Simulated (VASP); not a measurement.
# SnO2 (P6_3/mmc) in VASP: single point with LDA

Aim: the single point of SnO2 with LDA.

Everything below comes from runs of VASP 6.6.1. Logs are shortened: lines on timing, memory, paths and dates and some standing lists are left out, and cuts for length are marked.

## (1) The cell of the first run

It takes space group P6_3/mmc (No. 194, hexagonal). Conventional cell: a = 3.231 Å, b = 3.231 Å, c = 10.791 Å, α = 90.00°, β = 90.00°, γ = 120.00°. Sn (site symmetry -3m) has 6 O at 2.12 Å within 2.8 Å. Within 2.8 Å of O (site symmetry 3m) lie 3 Sn at 2.12 Å and 3 O at 2.76 Å.

## (2) Single point, LDA

Contents of INCAR:

```
ALGO = Normal
EDIFF = 1E-6
ENCUT = 520
GGA = CA
ISIF = 2
ISMEAR = 0
LASPH = T
LCHARG = F
LREAL = F
LWAVE = F
NBANDS = 35
NELM = 60
PREC = Accurate
SIGMA = 0.01
```

Contents of KPOINTS:

```
k-points
0
Gamma
  6 6 2
```

Contents of POSCAR:

```
SnO2
1.0
    3.2305760000      0.0000000000      0.0000000000
   -1.6152880000      2.7977610000      0.0000000000
    0.0000000000      0.0000000000     10.7905620000
Sn O
2 4
Direct
    0.0000000000      0.0000000000      0.5000000000
    0.0000000000      0.0000000000      0.0000000000
    0.6666666667      0.3333333333      0.4058620000
    0.6666666667      0.3333333333      0.0941380000
    0.3333333333      0.6666666667      0.5941380000
    0.3333333333      0.6666666667      0.9058620000
```

Potentials or basis: VASP PAW LDA potentials, release 64 (Sn_d, O).

The run is started by

```
> cat potpaw_LDA.64/Sn_d/POTCAR potpaw_LDA.64/O/POTCAR > POTCAR
> mpirun -np 1 vasp_std > vasp.out
```

OUTCAR:

```text
EDIFF = 1E-6
   ENCUT = 520
   GGA = CA
   ISIF = 2
   ISMEAR = 0
   LASPH = T
   LREAL = F
   NELM = 60
   PREC = Accurate

 ion  position               nearest neighbor table
   1  0.000  0.000  0.500-   3 2.12   5 2.12   3 2.12   5 2.12   3 2.12   5 2.12
   2  0.000  0.000  0.000-   4 2.12   6 2.12   4 2.12   6 2.12   4 2.12   6 2.12
   3  0.667  0.333  0.406-   1 2.12   1 2.12   1 2.12
   4  0.667  0.333  0.094-   2 2.12   2 2.12   2 2.12
   5  0.333  0.667  0.594-   1 2.12   1 2.12   1 2.12
   6  0.333  0.667  0.906-   2 2.12   2 2.12   2 2.12

  LATTYP: Found a hexagonal cell.
 ALAT       =     3.2305760000
 C/A-ratio  =     3.3401356291

  Lattice vectors:

 A1 = (   3.2305760000,   0.0000000000,   0.0000000000)
 A2 = (  -1.6152880000,   2.7977610000,   0.0000000000)
 A3 = (   0.0000000000,   0.0000000000,  10.7905620000)

Analysis of symmetry for initial positions (statically):
=====================================================================
 Subroutine PRICEL returns:
 Original cell was already a primitive cell.

 Routine SETGRP: Setting up the symmetry group for a
 hexagonal supercell.

 Subroutine GETGRP returns: Found 24 space group operations
 (whereof 12 operations were pure point group operations)
 out of a pool of 24 trial point group operations.

The static configuration has the point symmetry D_3d.
 The point group associated with its full space group is D_6h.

Analysis of symmetry for dynamics (positions and initial velocities):
=====================================================================
 Subroutine PRICEL returns:
 Original cell was already a primitive cell.

 Routine SETGRP: Setting up the symmetry group for a
 hexagonal supercell.

 Subroutine GETGRP returns: Found 24 space group operations
 (whereof 12 operations were pure point group operations)
 out of a pool of 24 trial point group operations.

The dynamic configuration has the point symmetry D_3d.
 The point group associated with its full space group is D_6h.

 Subroutine INISYM returns: Found 24 space group operations
 (whereof 12 operations are pure point group operations),
 and found     1 'primitive' translations

----------------------------------------------------------------------------------------

                                     Primitive cell

  volume of cell :      97.5292

  direct lattice vectors                    reciprocal lattice vectors
     3.230576000  0.000000000  0.000000000     0.309542323  0.178714336  0.000000000
    -1.615288000  2.797761000  0.000000000     0.000000000  0.357428672  0.000000000
     0.000000000  0.000000000 10.790562000     0.000000000  0.000000000  0.092673579

  length of vectors
     3.230576000  3.230576100 10.790562000     0.357428683  0.357428672  0.092673579

  position of ions in fractional coordinates (direct lattice)
     0.000000000  0.000000000  0.500000000
     0.000000000  0.000000000  0.000000000
     0.666666667  0.333333333  0.405862000
     0.666666667  0.333333333  0.094138000
     0.333333333  0.666666667  0.594138000
     0.333333333  0.666666667  0.905862000

  ion indices of the primitive-cell ions
   primitive index   ion index
                 1           1
                 2           2
                 3           3
                 4           4
                 5           5
                 6           6

----------------------------------------------------------------------------------------

 KPOINTS: k-points

Automatic generation of k-mesh.
 Grid dimensions read from file:
 generate k-points for:    6    6    2

 Generating k-lattice:

  Cartesian coordinates                     Fractional coordinates (reciprocal lattice)
     0.051590387  0.029785723  0.000000000     0.166666667 -0.000000000  0.000000000
     0.000000000  0.059571445  0.000000000     0.000000000  0.166666667  0.000000000
     0.000000000  0.000000000  0.046336790     0.000000000  0.000000000  0.500000000

  Length of vectors
     0.059571447  0.059571445  0.046336790

  Shift w.r.t. Gamma in fractional coordinates (k-lattice)
     0.000000000  0.000000000  0.000000000

 Subroutine IBZKPT returns following result:
 ===========================================

 Found     14 irreducible k-points:

 Following reciprocal coordinates:
            Coordinates               Weight
  0.000000  0.000000  0.000000      1.000000
  0.166667  0.000000  0.000000      6.000000
  0.333333  0.000000  0.000000      6.000000
  0.500000  0.000000  0.000000      3.000000
  0.166667  0.166667  0.000000      6.000000
  0.333333  0.166667  0.000000     12.000000
  0.333333  0.333333  0.000000      2.000000
  0.000000  0.000000  0.500000      1.000000
  0.166667  0.000000  0.500000      6.000000
  0.333333  0.000000  0.500000      6.000000
  0.500000  0.000000  0.500000      3.000000
  0.166667  0.166667  0.500000      6.000000
  0.333333  0.166667  0.500000     12.000000
  0.333333  0.333333  0.500000      2.000000
   k-points           NKPTS =     14   k-points in BZ     NKDIM =     14   number of bands    NBANDS=     35
   number of dos      NEDOS =    301   number of ions     NIONS =      6
   total plane-waves  NPLWV =  46080
   dimension x,y,z NGX =    24 NGY =   24 NGZ =   80
   dimension x,y,z NGXF=    48 NGYF=   48 NGZF=  160
   ions per type =               2   4
   NGX,Y,Z   is equivalent  to a cutoff of  12.35, 12.35, 12.33 a.u.
   NGXF,Y,Z  is equivalent  to a cutoff of  24.70, 24.70, 24.65 a.u.
 SYSTEM =  unknown system
   PREC   = accura    normal or accurate (medium, high low for compatibility)
   ISTART =      0    job   : 0-new  1-cont  2-samecut
   ICHARG =      2    charge: 1-file 2-atom 10-const
   ISPIN  =      1    spin polarized calculation?
   LNONCOLLINEAR =      F non collinear calculations
   LSORBIT =      F    spin-orbit coupling
   LASPH  =      T    aspherical Exc in radial PAW
   ENCUT  =  520.0 eV  38.22 Ry    6.18 a.u.   6.01  6.01 20.06*2*pi/ulx,y,z
   NELM   =     60;   NELMIN=  2; NELMDL= -5     # of ELM steps
   EDIFF  = 0.1E-05   stopping-criterion for ELM
   LREAL  =      F    real-space projection
   EDIFFG = 0.1E-04   stopping-criterion for IOM
   NSW    =      0    number of steps for IOM
   IBRION =     -1    ionic relax: 0-MD 1-quasi-New 2-CG
   NFREE  =      0    steps in history (QN), initial steepest desc. (CG)
   ISIF   =      2    stress and relaxation
   ISYM   =      2    0-nonsym 1-usesym 2-fastsym
   POTIM  = 0.5000    time-step for ionic-motion
   TEBEG  =    0.0;   TEEND  =   0.0 temperature during run
   PSTRESS=    0.0 pullay stress
   NELECT =      52.0000    total number of electrons
   NUPDOWN=      -1.0000    fix difference up-down
   EMIN   =  10.00;   EMAX   =-10.00  energy-range for DOS
   EFERMI =   0.00;   METHOD = LEGACY
   ISMEAR =     0;   SIGMA  =   0.01  broadening in eV -4-tet -1-fermi 0-gaus
   EFERMI_NEDOS =   21; number of points for ismear=-14 and -15
   IALGO  =     38    algorithm
   IMIX   =      4    mixing-type and parameters
     AMIX     =   0.40;   BMIX     =  1.00
     AMIX_MAG =   1.60;   BMIX_MAG =  1.00
  volume/ion in A,a.u.               =      16.25       109.69
  Fermi-wavevector in a.u.,A,eV,Ry     =   1.327489  2.508591 23.976569  1.762228
  Thomas-Fermi vector in A             =   2.456798
   LORBIT       =      0    0 simple, 1 ext, 2 COOP (PROOUT), +10 PAW based schemes
   GGA     = CA    functional components
   LHFCALC =     F    Hartree Fock is set to
   AEXX    =    0.0000 exact exchange contribution
   IVDW    =     0    specifies the selected vdW correction
   LEPSILON=     F    determine dielectric tensor
   LRPA    =     F    only Hartree local field effects (RPA)
 non-spin polarized calculation
 Gauss-broadening in eV      SIGMA  =   0.01
  energy-cutoff  :      520.00
  volume of cell :       97.53
 maximum number of plane-waves:      2670
   NGX = 13   NGY = 13   NGZ = 41

 number of electron      51.9999995 magnetization

 Free energy of the ion-electron system (eV)
  ---------------------------------------------------
  ext. energy  EPLUGINS =         0.00000000
  ---------------------------------------------------
  free energy    TOTEN  =       -40.72810396 eV

  energy without entropy =      -40.72810396  energy(sigma->0) =      -40.72810396

 E-fermi :   1.8249     XC(G=0):  -9.7428

 val. band max:        1.7684705488   @ k =   0.3333   0.1667   0.0000
 cond. band min:       3.7399593362   @ k =   0.0000   0.0000   0.0000
 fundamental gap:      1.9714887874
 Fermi energy:         1.8249031595

 k-point     1 :       0.0000    0.0000    0.0000
  band No.  band energies     occupation
      1     -18.1409      2.00000
      2     -18.1403      2.00000
      3     -17.9489      2.00000
      4     -17.9489      2.00000
      5     -17.9489      2.00000
      6     -17.9489      2.00000
[... 27 lines left out ...]
     34      12.6079      0.00000
     35      12.6496      0.00000

 k-point     2 :       0.1667    0.0000    0.0000
  band No.  band energies     occupation
      1     -18.1730      2.00000
      2     -18.1719      2.00000
      3     -18.0159      2.00000
      4     -18.0154      2.00000
      5     -17.8969      2.00000
      6     -17.8968      2.00000
[... 27 lines left out ...]
     34      12.5932      0.00000
     35      13.1218      0.00000

 k-point     3 :       0.3333    0.0000    0.0000
  band No.  band energies     occupation
      1     -18.5377      2.00000
      2     -18.5355      2.00000
      3     -17.8963      2.00000
      4     -17.8960      2.00000
      5     -17.8502      2.00000
      6     -17.8501      2.00000
[... 27 lines left out ...]
     34      13.3456      0.00000
     35      13.7318      0.00000

 k-point     4 :       0.5000    0.0000    0.0000
  band No.  band energies     occupation
      1     -18.6993      2.00000
      2     -18.6969      2.00000
      3     -17.9056      2.00000
      4     -17.9053      2.00000
      5     -17.8517      2.00000
      6     -17.8516      2.00000
[... 27 lines left out ...]
     34      13.4608      0.00000
     35      13.6745      0.00000

 k-point     5 :       0.1667    0.1667    0.0000
  band No.  band energies     occupation
      1     -18.3706      2.00000
      2     -18.3686      2.00000
      3     -18.0264      2.00000
      4     -18.0259      2.00000
      5     -17.8279      2.00000
      6     -17.8276      2.00000
[... 258 lines left out ...]
 k-point    12 :       0.1667    0.1667    0.5000
  band No.  band energies     occupation
      1     -18.3696      2.00000
      2     -18.3696      2.00000
      3     -18.0261      2.00000
      4     -18.0261      2.00000
      5     -17.8277      2.00000
      6     -17.8277      2.00000
[... 27 lines left out ...]
     34      12.7988      0.00000
     35      13.3853      0.00000

 k-point    13 :       0.3333    0.1667    0.5000
  band No.  band energies     occupation
      1     -18.5616      2.00000
      2     -18.5616      2.00000
      3     -18.0250      2.00000
      4     -18.0250      2.00000
      5     -17.8593      2.00000
      6     -17.8593      2.00000
[... 27 lines left out ...]
     34      12.9058      0.00000
     35      13.3481      0.00000

 k-point    14 :       0.3333    0.3333    0.5000
  band No.  band energies     occupation
      1     -18.3455      2.00000
      2     -18.3455      2.00000
      3     -18.3437      2.00000
      4     -18.3437      2.00000
      5     -17.7733      2.00000
      6     -17.7733      2.00000
[... 27 lines left out ...]
     34      11.7658      0.00000
     35      13.4517      0.00000

------------------------ aborting loop because EDIFF is reached ----------------------------------------

  FORCE on cell =-STRESS in cart. coord.  units (eV):
  Direction    XX          YY          ZZ          XY          YZ          ZX
  --------------------------------------------------------------------------------------
  -------------------------------------------------------------------------------------
  Total       -5.0837545     -5.0837549     -2.8616518      0.0000000      0.0000000      0.0000000
  in kB      -83.5142357    -83.5142425    -47.0102687      0.0000000      0.0000000      0.0000000
  external PRESSURE =     -71.3462490 kB  Pullay stress =       0.0000000 kB

 VOLUME and BASIS-vectors are now :
 -----------------------------------------------------------------------------
  energy-cutoff  :      520.00
  volume of cell :       97.53
      direct lattice vectors                 reciprocal lattice vectors
     3.230576000  0.000000000  0.000000000     0.309542323  0.178714336  0.000000000
    -1.615288000  2.797761000  0.000000000     0.000000000  0.357428672  0.000000000
     0.000000000  0.000000000 10.790562000     0.000000000  0.000000000  0.092673579

 POSITION                                       TOTAL-FORCE (eV/Angst)
 -----------------------------------------------------------------------------------
      0.00000      0.00000      5.39528        -0.000000      0.000000      0.000000
      0.00000      0.00000      0.00000        -0.000000      0.000000      0.000000
      1.61529      0.93259      4.37948         0.000000     -0.000000      0.636925
      1.61529      0.93259      1.01580         0.000000     -0.000000     -0.636925
     -0.00000      1.86517      6.41108        -0.000000      0.000000     -0.636925
     -0.00000      1.86517      9.77476        -0.000000      0.000000      0.636925
 -----------------------------------------------------------------------------------
    total drift:                               -0.000000      0.000000      0.000000

  FREE ENERGIE OF THE ION-ELECTRON SYSTEM (eV)
  ---------------------------------------------------
  free  energy   TOTEN  =       -40.7281039608 eV

  energy  without entropy=      -40.7281039608  energy(sigma->0) =      -40.72810396
```

Run time: 15 s. Hardware: 1 thread of Intel Xeon 6975P-C (Granite Rapids), shared host; peak memory 0.18 GiB.

What came out:

* Free energy: -40.7281 eV
* Pressure: -7.1 GPa
* Largest force: 0.637 eV/Å
* Band gap on the k mesh: 1.97 eV, indirect (least direct gap 2.38 eV)

Forces on the atoms (eV/Å):
```
Sn   0.000  0.000  0.000
Sn   0.000  0.000  0.000
O    0.000  0.000  0.637
O    0.000  0.000 -0.637
O    0.000  0.000 -0.637
O    0.000  0.000  0.637
```

Levels at points of the mesh, in eV from the valence-band top:
```csv
k point,band 24,band 25,band 26,band 27,band 28,band 29
"(0.00, 0.00, 0.00)",-0.86,-0.86,-0.40,1.97,2.71,5.24
"(0.50, 0.00, 0.00)",-0.52,-0.45,-0.07,4.95,5.09,6.75
"(0.00, 0.00, 0.50)",-0.88,-0.74,-0.74,2.35,2.35,5.43
"(0.50, 0.00, 0.50)",-0.54,-0.24,-0.24,5.02,5.02,7.03
```

Caveat: spin-orbit coupling is left out, which moves the levels of the heavy elements.
